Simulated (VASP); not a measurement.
# Zn (Fm-3m) in VASP: settings compared, part 2 of 2

VASP 6.6.1.

**3. Single point, r2SCAN+rVV10**

Contents of POSCAR:

```
Zn
1.0
    0.0000000000      1.9647760000      1.9647760000
    1.9647760000      0.0000000000      1.9647760000
    1.9647760000      1.9647760000      0.0000000000
Zn
1
Direct
    0.0000000000      0.0000000000      0.0000000000
```

Contents of INCAR.step1:

```
SYSTEM = Zn
  PREC = Accurate
  ENCUT = 520
  ISMEAR = 1
  SIGMA = 0.2
  LREAL = .False.
  LASPH = .True.
  NELM = 80
  NBANDS = 12
  GGA = PE
  ALGO = Normal
  EDIFF = 1E-4
  LWAVE = .True.
  LCHARG = .False.
```

Contents of INCAR.step2:

```
SYSTEM = Zn
  PREC = Accurate
  ENCUT = 520
  EDIFF = 1E-6
  ISMEAR = 1
  SIGMA = 0.2
  LREAL = .False.
  LASPH = .True.
  NELM = 80
  ALGO = Normal
  ISIF = 2
  LWAVE = .False.
  LCHARG = .True.
  METAGGA = R2SCAN
  LMIXTAU = .True.
  LUSE_VDW = .True.
  IVDW_NL = 2
  BPARAM = 11.95
  CPARAM = 0.0093
  LELF = .True.
  LVHAR = .True.
  NBANDS = 12
  ISTART = 1
```

Contents of KPOINTS:

```
regular mesh
0
Gamma
  12 12 12
  0 0 0
```

Potentials or basis: VASP PAW PBE potentials, release 64 (Zn).

Started as:

```bash
$ cat potpaw_PBE.64/Zn/POTCAR > POTCAR
$ cp INCAR.step1 INCAR
$ mpirun -np 1 vasp_std > vasp.out
$ cp INCAR.step2 INCAR
$ mpirun -np 1 vasp_std > vasp.out
```

OUTCAR:

```text
SYSTEM = Zn
   PREC = Accurate
   ENCUT = 520
   EDIFF = 1E-6
   ISMEAR = 1
   LREAL = .False.
   LASPH = .True.
   NELM = 80
   ISIF = 2
   METAGGA = R2SCAN
   IVDW_NL = 2
   BPARAM = 11.95
   ISTART = 1

 ion  position               nearest neighbor table
   1  0.000  0.000  0.000-

  LATTYP: Found a face centered cubic cell.
 ALAT       =     3.9295520000

  Lattice vectors:

 A1 = (   0.0000000000,   1.9647760000,   1.9647760000)
 A2 = (   1.9647760000,   0.0000000000,   1.9647760000)
 A3 = (   1.9647760000,   1.9647760000,   0.0000000000)

Analysis of symmetry for initial positions (statically):
=====================================================================
 Subroutine PRICEL returns:
 Original cell was already a primitive cell.

 Routine SETGRP: Setting up the symmetry group for a
 face centered cubic supercell.

 Subroutine GETGRP returns: Found 48 space group operations
 (whereof 48 operations were pure point group operations)
 out of a pool of 48 trial point group operations.

The static configuration has the point symmetry O_h .

Analysis of symmetry for dynamics (positions and initial velocities):
=====================================================================
[... 164 lines left out ...]
 Fermi energy:         2.8822367821

 k-point     1 :       0.0000    0.0000    0.0000
  band No.  band energies     occupation
      1      -7.9065      2.00000
      2      -4.9877      2.00000
      3      -4.9877      2.00000
      4      -4.9877      2.00000
      5      -4.6013      2.00000
      6      -4.6013      2.00000
      7      22.2883      0.00000
      8      22.2883      0.00000
      9      22.2883      0.00000
     10      22.6359      0.00000
     11      24.7663      0.00000
     12      24.7663      0.00000
[... 331 lines left out ...]
 k-point    24 :      -0.4167    0.1667    0.0000
  band No.  band energies     occupation
      1      -5.5227      2.00000
      2      -5.0818      2.00000
      3      -4.8481      2.00000
      4      -4.6436      2.00000
      5      -4.3575      2.00000
      6       0.5126      2.00000
      7       2.5842      2.05617
      8      12.8251      0.00000
      9      16.7416      0.00000
     10      19.0624      0.00000
     11      26.3414      0.00000
     12      27.5491      0.00000

 [... further k-points ...]
[... 5 lines left out ...]
  --------------------------------------------------------------------------------------
  -------------------------------------------------------------------------------------
  Total       -0.5217565     -0.5217565     -0.5217565     -0.0000000     -0.0000000     -0.0000000
  in kB      -55.1073216    -55.1073216    -55.1073216     -0.0000000     -0.0000000     -0.0000000
  external PRESSURE =     -55.1073216 kB  Pullay stress =       0.0000000 kB

 VOLUME and BASIS-vectors are now :
 -----------------------------------------------------------------------------
  energy-cutoff  :      520.00
  volume of cell :       15.17
      direct lattice vectors                 reciprocal lattice vectors
     0.000000000  1.964776000  1.964776000    -0.254481936  0.254481936  0.254481936
     1.964776000  0.000000000  1.964776000     0.254481936 -0.254481936  0.254481936
     1.964776000  1.964776000  0.000000000     0.254481936  0.254481936 -0.254481936

 POSITION                                       TOTAL-FORCE (eV/Angst)
 -----------------------------------------------------------------------------------
      0.00000      0.00000      0.00000         0.000000      0.000000      0.000000
 -----------------------------------------------------------------------------------
    total drift:                               -0.000000      0.000000     -0.000000

  FREE ENERGIE OF THE ION-ELECTRON SYSTEM (eV)
  ---------------------------------------------------
  free  energy   TOTEN  =        -8.5047528162 eV

  energy  without entropy=       -8.5047348329  energy(sigma->0) =       -8.50474682
```

OSZICAR.step1:

```text
N       E                     dE             d eps       ncg     rms          rms(c)
DAV:   1     0.426477397811E+02    0.42648E+02   -0.66733E+03  1772   0.161E+03
DAV:   2     0.700128862491E-01   -0.42578E+02   -0.40694E+02  1788   0.217E+02
DAV:   3    -0.117261648048E+01   -0.12426E+01   -0.12406E+01  2024   0.368E+01
DAV:   4    -0.117546697055E+01   -0.28505E-02   -0.28504E-02  1924   0.168E+00
DAV:   5    -0.117546898262E+01   -0.20121E-05   -0.20118E-05  1616   0.453E-02    0.279E+00
DAV:   6    -0.108234971021E+01    0.93119E-01   -0.50299E-01  2072   0.143E+01    0.213E+00
DAV:   7    -0.107761975586E+01    0.47300E-02   -0.95421E-03  1904   0.190E+00    0.108E+00
DAV:   8    -0.107552097098E+01    0.20988E-02   -0.11219E-03  2044   0.479E-01    0.365E-02
DAV:   9    -0.107552807315E+01   -0.71022E-05   -0.81386E-05  1292   0.128E-01
   1 F= -.10755281E+01 E0= -.10753580E+01  d E =-.510120E-03
```

Wall time 51 s (1 thread of AMD EPYC 9R45 (Zen 5), shared host); peak memory 0.19 GiB.

Results:

```
Free energy            : -8.5048 eV
Pressure               : -5.5 GPa
Band gap on the k mesh : zero (band 6 reaches 5.23 eV, above the bottom of band 7 at 1.58 eV)
```

Levels at points of the mesh, in eV from the Fermi level:
```csv
k point,band 2,band 3,band 4,band 5,band 6,band 7,band 8,band 9,band 10,band 11
"(0.00, 0.00, 0.00)",-7.87,-7.87,-7.87,-7.48,-7.48,19.41,19.41,19.41,19.75,21.88
"(0.50, 0.00, 0.00)",-7.88,-7.88,-7.20,-7.20,-3.05,-1.31,16.22,16.22,18.37,19.74
"(0.50, 0.50, 0.00)",-8.51,-7.21,-7.12,-7.12,-1.06,1.99,8.99,8.99,12.41,14.05
```

Caveat: the PAW data sets were made with another functional, which shifts forces and pressure a little.

**4. Single point, LDA**

This run uses another cell than the first one, of 13.48 Å³/atom, 0.889 times its volume.

Contents of INCAR:

```
PREC     = Accurate       # precision mode
ENCUT    = 520            # plane-wave cutoff, eV
EDIFF    = 1E-6           # SCF threshold, eV
ISMEAR   = -1             # smearing method
SIGMA    = 0.05           # smearing width, eV
LREAL    = False          # projectors in reciprocal space
LASPH    = True           # aspherical terms in the spheres
NELM     = 100            # most SCF steps
ALGO     = Fast           # electronic algorithm
ISIF     = 2              # what is computed and relaxed
LWAVE    = False          # write WAVECAR
LCHARG   = False          # write CHGCAR
GGA      = CA             # functional
NBANDS   = 12             # bands
```

Contents of KPOINTS:

```
regular mesh
0
Gamma
  12 12 12
```

Contents of POSCAR:

```
Zn
1.0
    0.0000000000      1.8889174939      1.8889174939
    1.8889174939      0.0000000000      1.8889174939
    1.8889174939      1.8889174939      0.0000000000
Zn
1
Direct
    0.0000000000      0.0000000000      0.0000000000
```

Potentials or basis: VASP PAW LDA potentials, release 64 (Zn).

Started as:

```bash
$ cat potpaw_LDA.64/Zn/POTCAR > POTCAR
$ mpirun -np 1 vasp_std > vasp.out
```

OUTCAR:

```text
PREC = Accurate
   ENCUT = 520
   EDIFF = 1E-6
   ISMEAR = -1
   LREAL = False
   LASPH = True
   NELM = 100
   ISIF = 2
   GGA = CA

 ion  position               nearest neighbor table
   1  0.000  0.000  0.000-

  LATTYP: Found a face centered cubic cell.
 ALAT       =     3.7778349878

  Lattice vectors:

 A1 = (   0.0000000000,   1.8889174939,   1.8889174939)
 A2 = (   1.8889174939,   0.0000000000,   1.8889174939)
 A3 = (   1.8889174939,   1.8889174939,   0.0000000000)

Analysis of symmetry for initial positions (statically):
=====================================================================
 Subroutine PRICEL returns:
 Original cell was already a primitive cell.

 Routine SETGRP: Setting up the symmetry group for a
 face centered cubic supercell.

 Subroutine GETGRP returns: Found 48 space group operations
 (whereof 48 operations were pure point group operations)
 out of a pool of 48 trial point group operations.

The static configuration has the point symmetry O_h .

Analysis of symmetry for dynamics (positions and initial velocities):
[... 160 lines left out ...]
 cond. band min:       3.8446425337   @ k =  -0.4167   0.0833   0.0000
 fundamental gap:      0.1982029961
 Fermi energy:         3.7059724672

 k-point     1 :       0.0000    0.0000    0.0000
  band No.  band energies     occupation
      1      -7.5898      2.00000
      2      -4.2910      2.00000
      3      -4.2910      2.00000
      4      -4.2910      2.00000
      5      -3.8128      2.00000
      6      -3.8128      2.00000
      7      23.5725      0.00000
      8      23.5725      0.00000
      9      23.5725      0.00000
     10      23.6879      0.00000
     11      26.3631      0.00000
     12      26.3631      0.00000
[... 331 lines left out ...]
 k-point    24 :      -0.4167    0.1667    0.0000
  band No.  band energies     occupation
      1      -4.9504      2.00000
      2      -4.4085      2.00000
      3      -4.1196      2.00000
      4      -3.8879      2.00000
      5      -3.5178      2.00000
      6       1.1967      2.00000
      7       3.4688      1.98272
      8      13.9135      0.00000
      9      17.8674      0.00000
     10      20.2867      0.00000
     11      27.8599      0.00000
     12      29.0683      0.00000

 [... further k-points ...]
[... 5 lines left out ...]
  --------------------------------------------------------------------------------------
  -------------------------------------------------------------------------------------
  Total        0.0594062      0.0594062      0.0594062     -0.0000000      0.0000000     -0.0000000
  in kB        7.0611140      7.0611140      7.0611140     -0.0000000      0.0000000     -0.0000000
  external PRESSURE =       7.0611140 kB  Pullay stress =       0.0000000 kB

 VOLUME and BASIS-vectors are now :
 -----------------------------------------------------------------------------
  energy-cutoff  :      520.00
  volume of cell :       13.48
      direct lattice vectors                 reciprocal lattice vectors
     0.000000000  1.888917494  1.888917494    -0.264701874  0.264701874  0.264701874
     1.888917494  0.000000000  1.888917494     0.264701874 -0.264701874  0.264701874
     1.888917494  1.888917494  0.000000000     0.264701874  0.264701874 -0.264701874

 POSITION                                       TOTAL-FORCE (eV/Angst)
 -----------------------------------------------------------------------------------
      0.00000      0.00000      0.00000         0.000000      0.000000     -0.000000
 -----------------------------------------------------------------------------------
    total drift:                                0.000000      0.000000      0.000000

  FREE ENERGIE OF THE ION-ELECTRON SYSTEM (eV)
  ---------------------------------------------------
  free  energy   TOTEN  =        -1.8413891767 eV

  energy  without entropy=       -1.8390593948  energy(sigma->0) =       -1.84022429
```

stdout:

```text
POSCAR found type information on POSCAR Zn
 POSCAR found :  1 types and       1 ions
 scaLAPACK will be used
 LDA part: xc-table for (Slater(with rela. corr.)+CA(PZ))
 , standard interpolation
 POSCAR, INCAR and KPOINTS ok, starting setup
 FFT: planning ... GRIDC
 FFT: planning ... GRID_SOFT
 FFT: planning ... GRID
 WAVECAR not read
 entering main loop
WARNING in EDDRMM: call to ZHEGV failed, returncode =   6  3     11
```

Run time: 8.3 s. Hardware: 1 thread of Intel Xeon Platinum 8259CL at 2.50GHz (Skylake/Cascade Lake), shared host; peak memory 0.12 GiB.

What came out:

| Quantity | Value |
| --- | --- |
| Free energy | -1.8414 eV |
| Pressure | 0.7 GPa |
| Band gap on the k mesh | zero (band 6 reaches 6.08 eV, above the bottom of band 7 at 2.53 eV) |

Levels at points of the mesh, in eV from the Fermi level:
| k point | band 4 | band 5 | band 6 | band 7 | band 8 | band 9 |
| --- | --- | --- | --- | --- | --- | --- |
| (0.00, 0.00, 0.00) | -8.00 | -7.52 | -7.52 | 19.87 | 19.87 | 19.87 |
| (0.50, 0.00, 0.00) | -7.17 | -7.17 | -3.35 | -1.18 | 16.58 | 16.58 |
| (0.50, 0.50, 0.00) | -7.08 | -7.08 | -1.26 | 2.20 | 9.02 | 9.02 |

**5. Single point, PBEsol**

This run uses another cell than the first one, of 14.10 Å³/atom, 0.929 times its volume.

Contents of INCAR:

```
PREC = Accurate
ENCUT = 520
EDIFF = 1E-7
ISMEAR = -1
SIGMA = 0.05
LREAL = False
LASPH = True
NELM = 60
ALGO = Normal
ISIF = 2
LWAVE = False
LCHARG = False
GGA = PS
NBANDS = 12
```

Contents of KPOINTS:

```
Automatic mesh
0
Gamma
  12 12 12
```

Contents of POSCAR:

```
Zn
1.0
    0.0000000000      1.9174448198      1.9174448198
    1.9174448198      0.0000000000      1.9174448198
    1.9174448198      1.9174448198      0.0000000000
Zn
1
Direct
    0.0000000000      0.0000000000      0.0000000000
```

Potentials or basis: VASP PAW PBE potentials, release 64 (Zn).

Started as:

```bash
$ cat potpaw_PBE.64/Zn/POTCAR > POTCAR
$ mpirun -np 1 vasp_std > vasp.out
```

It took 9.8 s on 1 thread of Intel Xeon Platinum 8259CL at 2.50GHz (Skylake/Cascade Lake), shared host; peak memory 0.13 GiB.

Results (log left out):

```yaml
Free_energy: -1.5530 eV
Pressure: 0.5 GPa
Band_gap_on_the_k_mesh: zero (band 6 reaches 5.73 eV, above the bottom of band 7 at 2.19 eV)
```

Levels at points of the mesh, in eV from the Fermi level:
```
           k point  band 3  band 4  band 5  band 6  band 7  band 8  band 9  band 10
(0.00, 0.00, 0.00)   -7.74   -7.74   -7.30   -7.30   19.34   19.34   19.34    19.53
(0.50, 0.00, 0.00)   -7.75   -6.98   -6.98   -3.18   -1.20   16.15   16.15    18.00
(0.50, 0.50, 0.00)   -6.99   -6.90   -6.90   -1.15    2.05    8.84    8.84    12.63
```

Caveat: the PAW data sets were made with another functional, which shifts forces and pressure a little.

**6. Single point, PBE**

Contents of INCAR:

```
SYSTEM = Zn
PREC = Accurate
ENCUT = 520
EDIFF = 1E-7
ISMEAR = 0
SIGMA = 0.011
LREAL = .FALSE.
LASPH = .TRUE.
NELM = 60
ALGO = Normal
ISIF = 2
LWAVE = .FALSE.
LCHARG = .FALSE.
GGA = PE
NBANDS = 12
```

Contents of KPOINTS:

```
Automatic mesh
0
G
  12 12 12
  0 0 0
```

Contents of POSCAR:

```
Zn
1.0
    0.0000000000      1.9647760000      1.9647760000
    1.9647760000      0.0000000000      1.9647760000
    1.9647760000      1.9647760000      0.0000000000
Zn
1
Direct
    0.0000000000      0.0000000000      0.0000000000
```

Potentials or basis: VASP PAW PBE potentials, release 64 (Zn).

Started as:

```bash
$ cat potpaw_PBE.64/Zn/POTCAR > POTCAR
$ mpirun -np 1 vasp_std > vasp.out
```

It took 11 s on 1 thread of Intel Xeon Platinum 8259CL at 2.50GHz (Skylake/Cascade Lake), shared host; peak memory 0.14 GiB.

It converged, with:

```yaml
Free_energy: -1.0754 eV
Pressure: 0.2 GPa
Band_gap_on_the_k_mesh: zero (band 6 reaches 5.33 eV, above the bottom of band 7 at 1.70 eV)
```

Levels at points of the mesh, in eV from the Fermi level:
| k point | band 2 | band 3 | band 4 | band 5 | band 6 | band 7 | band 8 | band 9 | band 10 | band 11 |
| --- | --- | --- | --- | --- | --- | --- | --- | --- | --- | --- |
| (0.00, 0.00, 0.00) | -7.60 | -7.60 | -7.60 | -7.23 | -7.23 | 18.29 | 18.29 | 18.29 | 18.91 | 21.06 |
| (0.50, 0.00, 0.00) | -7.61 | -7.61 | -6.94 | -6.94 | -2.88 | -1.36 | 15.27 | 15.27 | 17.45 | 18.97 |
| (0.50, 0.50, 0.00) | -8.21 | -6.96 | -6.87 | -6.87 | -0.98 | 1.75 | 8.45 | 8.45 | 12.10 | 13.26 |

**7. Overview**

```csv
level,potentials or basis,cell,smearing,gap on the mesh (eV),pressure (GPa)
PBEsol,"VASP PAW PBE potentials, release 64 (Zn)","a = 2.779 Å, angles 60.0°, 1 atom",gaussian 0.1 eV,none,-4.9
r2SCAN+rVV10,"VASP PAW PBE potentials, release 64 (Zn)","a = 2.779 Å, angles 60.0°, 1 atom",methfessel-paxton 0.2 eV,none,-5.5
LDA,"VASP PAW LDA potentials, release 64 (Zn)","a = 2.671 Å, angles 60.0°, 1 atom",fermi-dirac 0.05 eV,none,0.7
PBEsol,"VASP PAW PBE potentials, release 64 (Zn)","a = 2.712 Å, angles 60.0°, 1 atom",fermi-dirac 0.05 eV,none,0.5
PBE,"VASP PAW PBE potentials, release 64 (Zn)","a = 2.779 Å, angles 60.0°, 1 atom",gaussian 0.011 eV,none,0.2
```

Alike in all rows: task single point; no spin polarisation; k mesh 12 × 12 × 12; cutoff (eV) 520.

Caveats: the PAW data sets were made with another functional, which shifts forces and pressure a little (some runs).

Total energies depend on the potentials used, so only differences within one code and one set of settings carry meaning.
